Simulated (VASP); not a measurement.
Mo:

```
CELL_PARAMETERS angstrom
-1.58138 1.58138 1.58138
1.58138 -1.58138 1.58138
1.58138 1.58138 -1.58138
ATOMIC_POSITIONS crystal
Mo 0.00000 0.00000 0.00000
```

Base run:

- Program: VASP 6.6.1
- Functional: PBE
- Potentials or basis: VASP PAW PBE potentials, release 64 (Mo_sv)
- Cutoff: 520 eV
- k mesh: 14 × 14 × 14
- Occupations: gaussian, width 0.6 eV
- Spin: no spin polarisation

Its results: band gap on the k mesh zero (band 7 reaches 16.33 eV, above the bottom of band 8 at 11.07 eV); pressure 0.5 GPa.

The run is repeated on the same cell with these changes: occupations from gaussian, width 0.6 eV to fermi-dirac, width 1 eV. What comes out?

Band gap on the k mesh zero (band 7 reaches 16.54 eV, above the bottom of band 8 at 11.22 eV); pressure 20.8 GPa.
